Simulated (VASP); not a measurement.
# In (C2/m) in VASP: a series of runs

Runs on In. Level: LDA. Tasks: single point.

Program: VASP 6.6.1. These are calculated values, not measurements. Logs are shortened: lines on timing, memory, paths and dates and some standing lists are left out, and cuts for length are marked.

## 1. The cell of the first run

The structure is monoclinic, space group C2/m (No. 12). Conventional cell: a = 4.354 Å, b = 4.568 Å, c = 3.271 Å, α = 90.00°, β = 130.83°, γ = 90.00°. Within 4.2 Å of In (site symmetry 2/m) lie 12 In at 3.16 to 3.37 Å.

## 2. Single point, LDA

The input, INCAR:

```
PREC     = Accurate       # precision mode
ENCUT    = 520            # plane-wave cutoff, eV
EDIFF    = 1E-7           # SCF threshold, eV
ISMEAR   = -1             # smearing method
SIGMA    = 0.1            # smearing width, eV
LREAL    = False          # projectors in reciprocal space
LASPH    = True           # aspherical terms in the spheres
NELM     = 100            # most SCF steps
ALGO     = Normal         # electronic algorithm
ISIF     = 2              # what is computed and relaxed
LWAVE    = False          # write WAVECAR
LCHARG   = False          # write CHGCAR
GGA      = CA             # functional
NBANDS   = 12             # bands
```

The input, KPOINTS:

```
regular mesh
0
Gamma
  12 12 15
```

The input, POSCAR:

```
In
1.0
   -1.6019898026      1.6281983263      2.4755659685
    1.6281983263     -1.6019898026      2.4755659685
    1.5260503434      1.5260503434     -2.4583443292
In
1
Direct
    0.0000000000      0.0000000000      0.0000000000
```

Potentials or basis: VASP PAW LDA potentials, release 64 (In_d).

On the command line:

```sh
$ cat potpaw_LDA.64/In_d/POTCAR > POTCAR
$ mpirun -np 1 vasp_std > vasp.out
```

OUTCAR:

```text
PREC = Accurate
   ENCUT = 520
   EDIFF = 1E-7
   ISMEAR = -1
   LREAL = False
   LASPH = True
   NELM = 100
   ISIF = 2
   GGA = CA

 ion  position               nearest neighbor table
   1  0.000  0.000  0.000-

  Warning from LATTYP: Got some problem with cell dimensions!
  Tried to take original basis but could not verify dimensions!
  LATTYP: Found a base centered monoclinic cell.
 ALAT       =     4.3535228873
 B/A-ratio  =     1.0493055806
 C/A-ratio  =     0.7514043533
 COS(beta)  =    -0.6537684941

  Lattice vectors:

 A1 = (   0.0759394592,  -3.1542486697,  -0.0172216393)
 A2 = (  -3.1542486697,   0.0759394592,  -0.0172216393)
 A3 = (   1.5260503434,   1.5260503434,  -2.4583443292)

Analysis of symmetry for initial positions (statically):
=====================================================================
 Subroutine PRICEL returns:
 Original cell was already a primitive cell.

 Routine SETGRP: Setting up the symmetry group for a
 base centered monoclinic supercell.

 Subroutine GETGRP returns: Found  4 space group operations
 (whereof  4 operations were pure point group operations)
 out of a pool of  4 trial point group operations.

The static configuration has the point symmetry C_2h.

Analysis of symmetry for dynamics (positions and initial velocities):
=====================================================================
 Subroutine PRICEL returns:
 Original cell was already a primitive cell.

 Routine SETGRP: Setting up the symmetry group for a
 base centered monoclinic supercell.

 Subroutine GETGRP returns: Found  4 space group operations
 (whereof  4 operations were pure point group operations)
 out of a pool of  4 trial point group operations.

The dynamic configuration has the point symmetry C_2h.

 Subroutine INISYM returns: Found  4 space group operations
 (whereof  4 operations are pure point group operations),
 and found     1 'primitive' translations

----------------------------------------------------------------------------------------

                                     Primitive cell

  volume of cell :      24.6144

  direct lattice vectors                    reciprocal lattice vectors
    -1.601989803  1.628198326  2.475565969     0.006516690  0.316096182  0.200266284
     1.628198326 -1.601989803  2.475565969     0.316096182  0.006516690  0.200266284
     1.526050343  1.526050343 -2.458344329     0.324872897  0.324872897 -0.003439391

  length of vectors
     3.368356867  3.368356867  3.271256050     0.374253721  0.374253721  0.459452531

  position of ions in fractional coordinates (direct lattice)
     0.000000000  0.000000000  0.000000000

  ion indices of the primitive-cell ions
   primitive index   ion index
                 1           1

----------------------------------------------------------------------------------------

 KPOINTS: regular mesh

Automatic generation of k-mesh.
 Grid dimensions read from file:
 generate k-points for:   12   12   15

 Generating k-lattice:

  Cartesian coordinates                     Fractional coordinates (reciprocal lattice)
     0.000543057  0.026341348  0.016688857     0.083333333  0.000000000  0.000000000
     0.026341348  0.000543057  0.016688857     0.000000000  0.083333333  0.000000000
     0.021658193  0.021658193 -0.000229293    -0.000000000 -0.000000000  0.066666667

  Length of vectors
     0.031187810  0.031187810  0.030630169

  Shift w.r.t. Gamma in fractional coordinates (k-lattice)
     0.000000000  0.000000000  0.000000000

 Subroutine IBZKPT returns following result:
 ===========================================

 Found    589 irreducible k-points:

 Following reciprocal coordinates:
            Coordinates               Weight
  0.000000  0.000000  0.000000      1.000000
  0.083333  0.000000 -0.000000      4.000000
  0.166667  0.000000 -0.000000      4.000000
  0.250000  0.000000 -0.000000      4.000000
  0.333333  0.000000 -0.000000      4.000000
  0.416667  0.000000 -0.000000      4.000000
[... 16 lines left out ...]
  0.500000  0.166667 -0.000000      4.000000
 -0.416667  0.166667  0.000000      4.000000
 [... further k-points ...]
   k-points           NKPTS =    589   k-points in BZ     NKDIM =    589   number of bands    NBANDS=     12
   number of dos      NEDOS =    301   number of ions     NIONS =      1
   total plane-waves  NPLWV =  18816
   dimension x,y,z NGX =    28 NGY =   28 NGZ =   24
   dimension x,y,z NGXF=    56 NGYF=   56 NGZF=   48
   ions per type =               1
   NGX,Y,Z   is equivalent  to a cutoff of  13.82, 13.82, 12.20 a.u.
   NGXF,Y,Z  is equivalent  to a cutoff of  27.64, 27.64, 24.39 a.u.
 SYSTEM =  unknown system
   PREC   = accura    normal or accurate (medium, high low for compatibility)
   ISTART =      0    job   : 0-new  1-cont  2-samecut
   ICHARG =      2    charge: 1-file 2-atom 10-const
   ISPIN  =      1    spin polarized calculation?
   LNONCOLLINEAR =      F non collinear calculations
   LSORBIT =      F    spin-orbit coupling
   LASPH  =      T    aspherical Exc in radial PAW
   ENCUT  =  520.0 eV  38.22 Ry    6.18 a.u.   6.26  6.26  6.08*2*pi/ulx,y,z
   NELM   =    100;   NELMIN=  2; NELMDL= -5     # of ELM steps
   EDIFF  = 0.1E-06   stopping-criterion for ELM
   LREAL  =      F    real-space projection
   EDIFFG = 0.1E-05   stopping-criterion for IOM
   NSW    =      0    number of steps for IOM
   IBRION =     -1    ionic relax: 0-MD 1-quasi-New 2-CG
   NFREE  =      0    steps in history (QN), initial steepest desc. (CG)
   ISIF   =      2    stress and relaxation
   ISYM   =      2    0-nonsym 1-usesym 2-fastsym
   POTIM  = 0.5000    time-step for ionic-motion
   TEBEG  =    0.0;   TEEND  =   0.0 temperature during run
   PSTRESS=    0.0 pullay stress
   NELECT =      13.0000    total number of electrons
   NUPDOWN=      -1.0000    fix difference up-down
   EMIN   =  10.00;   EMAX   =-10.00  energy-range for DOS
   EFERMI =   0.00;   METHOD = LEGACY
   ISMEAR =    -1;   SIGMA  =   0.10  broadening in eV -4-tet -1-fermi 0-gaus
   EFERMI_NEDOS =   21; number of points for ismear=-14 and -15
   IALGO  =     38    algorithm
   IMIX   =      4    mixing-type and parameters
     AMIX     =   0.40;   BMIX     =  1.00
     AMIX_MAG =   1.60;   BMIX_MAG =  1.00
  volume/ion in A,a.u.               =      24.61       166.11
  Fermi-wavevector in a.u.,A,eV,Ry     =   1.323304  2.500682 23.825622  1.751134
  Thomas-Fermi vector in A             =   2.452922
   LORBIT       =      0    0 simple, 1 ext, 2 COOP (PROOUT), +10 PAW based schemes
   GGA     = CA    functional components
   LHFCALC =     F    Hartree Fock is set to
   AEXX    =    0.0000 exact exchange contribution
   IVDW    =     0    specifies the selected vdW correction
   LEPSILON=     F    determine dielectric tensor
   LRPA    =     F    only Hartree local field effects (RPA)
 non-spin polarized calculation
  energy-cutoff  :      520.00
  volume of cell :       24.61
 maximum number of plane-waves:       676
 NGX is ok and might be reduce to    28
   NGX = 13   NGY = 13   NGZ = 13

 number of electron      12.9999997 magnetization

 Free energy of the ion-electron system (eV)
  ---------------------------------------------------
  ext. energy  EPLUGINS =         0.00000000
  ---------------------------------------------------
  free energy    TOTEN  =        -3.22498385 eV

  energy without entropy =       -3.21126196  energy(sigma->0) =       -3.21812291

 E-fermi :   7.9173     XC(G=0): -10.8198

 val. band max:        7.9060105937   @ k =  -0.4167   0.3333   0.4000
 cond. band min:       7.9173833407   @ k =   0.3333   0.2500   0.2000
 fundamental gap:      0.0113727470
 Fermi energy:         7.9173231433

 k-point     1 :       0.0000    0.0000    0.0000
  band No.  band energies     occupation
      1      -6.8133      2.00000
      2      -6.6650      2.00000
      3      -6.5987      2.00000
      4      -6.5844      2.00000
      5      -6.4041      2.00000
      6      -2.0654      2.00000
      7      18.7584      0.00000
      8      18.9474      0.00000
      9      19.2806      0.00000
     10      19.8711      0.00000
     11      22.3955      0.00000
     12      22.6316      0.00000

 k-point     2 :       0.0833    0.0000   -0.0000
  band No.  band energies     occupation
      1      -6.7990      2.00000
      2      -6.6633      2.00000
      3      -6.5946      2.00000
      4      -6.5768      2.00000
      5      -6.4105      2.00000
      6      -1.9067      2.00000
      7      16.9701      0.00000
      8      18.6560      0.00000
      9      18.8704      0.00000
     10      19.7941      0.00000
     11      22.1019      0.00000
     12      22.9867      0.00000

 k-point     3 :       0.1667    0.0000   -0.0000
  band No.  band energies     occupation
      1      -6.7714      2.00000
      2      -6.6736      2.00000
      3      -6.5803      2.00000
      4      -6.5400      2.00000
      5      -6.4225      2.00000
      6      -1.4249      2.00000
      7      14.0276      0.00000
      8      17.8470      0.00000
      9      18.4059      0.00000
     10      19.8450      0.00000
     11      21.1596      0.00000
     12      23.9098      0.00000
[... 286 lines left out ...]
 k-point    23 :       0.5000    0.1667   -0.0000
  band No.  band energies     occupation
      1      -6.7821      2.00000
      2      -6.6745      2.00000
      3      -6.5783      2.00000
      4      -6.4283      2.00000
      5      -6.2876      2.00000
      6       3.1912      2.00000
      7       5.8346      2.00000
      8      13.4650      0.00000
      9      14.6249      0.00000
     10      18.0038      0.00000
     11      21.5889      0.00000
     12      24.9804      0.00000

 k-point    24 :      -0.4167    0.1667    0.0000
  band No.  band energies     occupation
      1      -6.7836      2.00000
      2      -6.6685      2.00000
      3      -6.5648      2.00000
      4      -6.4553      2.00000
      5      -6.3094      2.00000
      6       1.6330      2.00000
      7       8.0613      0.38328
      8      14.1925      0.00000
      9      14.8734      0.00000
     10      17.7100      0.00000
     11      21.8712      0.00000
     12      22.8187      0.00000

 [... further k-points ...]

------------------------ aborting loop because EDIFF is reached ----------------------------------------

  FORCE on cell =-STRESS in cart. coord.  units (eV):
  Direction    XX          YY          ZZ          XY          YZ          ZX
  --------------------------------------------------------------------------------------
  -------------------------------------------------------------------------------------
  Total        0.0337274      0.0337274     -0.0337477      0.0376240      0.0105321      0.0105321
  in kB        2.1953532      2.1953532     -2.1966748      2.4489905      0.6855478      0.6855478
  external PRESSURE =       0.7313439 kB  Pullay stress =       0.0000000 kB

 VOLUME and BASIS-vectors are now :
 -----------------------------------------------------------------------------
  energy-cutoff  :      520.00
  volume of cell :       24.61
      direct lattice vectors                 reciprocal lattice vectors
    -1.601989803  1.628198326  2.475565969     0.006516690  0.316096182  0.200266284
     1.628198326 -1.601989803  2.475565969     0.316096182  0.006516690  0.200266284
     1.526050343  1.526050343 -2.458344329     0.324872897  0.324872897 -0.003439391

 POSITION                                       TOTAL-FORCE (eV/Angst)
 -----------------------------------------------------------------------------------
      0.00000      0.00000      0.00000         0.000000     -0.000000      0.000000
 -----------------------------------------------------------------------------------
    total drift:                                0.000000      0.000000      0.000000

  FREE ENERGIE OF THE ION-ELECTRON SYSTEM (eV)
  ---------------------------------------------------
  free  energy   TOTEN  =        -3.2249838549 eV

  energy  without entropy=       -3.2112619585  energy(sigma->0) =       -3.21812291
```

It took 4.3 min on 1 thread of AMD EPYC 7R13, shared host; peak memory 0.24 GiB.

What came out:

* Free energy: -3.2250 eV
* Pressure: 0.1 GPa

Stress tensor (GPa, compression positive):
```
 0.22  0.24  0.07
 0.24  0.22  0.07
 0.07  0.07 -0.22
```

Caveat: spin-orbit coupling is left out, which moves the levels of the heavy elements.

## 3. Single point, LDA

The input, INCAR:

```
  ALGO = Normal
  EDIFF = 1E-6
  ENCUT = 520
  GGA = CA
  ISIF = 2
  ISMEAR = -1
  LASPH = True
  LCHARG = True
  LELF = True
  LREAL = False
  LVHAR = True
  LWAVE = False
  NBANDS = 12
  NELM = 100
  PREC = Accurate
  SIGMA = 0.1
```

The input, KPOINTS:

```
k-points
0
Gamma
  17 17 21
```

POSCAR is that of step 2.

Potentials or basis: VASP PAW LDA potentials, release 64 (In_d).

On the command line:

```sh
$ cat potpaw_LDA.64/In_d/POTCAR > POTCAR
$ mpirun -np 1 vasp_std > vasp.out
```

Run time: 12 min. Hardware: 1 thread of AMD EPYC 7R13, shared host; peak memory 0.49 GiB.

Results (log left out):

```yaml
Free_energy: -3.2231 eV
Pressure: 0.1 GPa
```

Stress tensor (GPa, compression positive):
```
 0.10  0.27 -0.08
 0.27  0.10 -0.08
-0.08 -0.08 -0.05
```

Levels at points of the mesh, in eV from the Fermi level:
```tsv
k point	band 3	band 4	band 5	band 6	band 7	band 8	band 9	band 10
(0.00, 0.00, 0.00)	-14.52	-14.51	-14.33	-9.99	10.84	11.03	11.36	11.95
```

Caveat: spin-orbit coupling is left out, which moves the levels of the heavy elements.
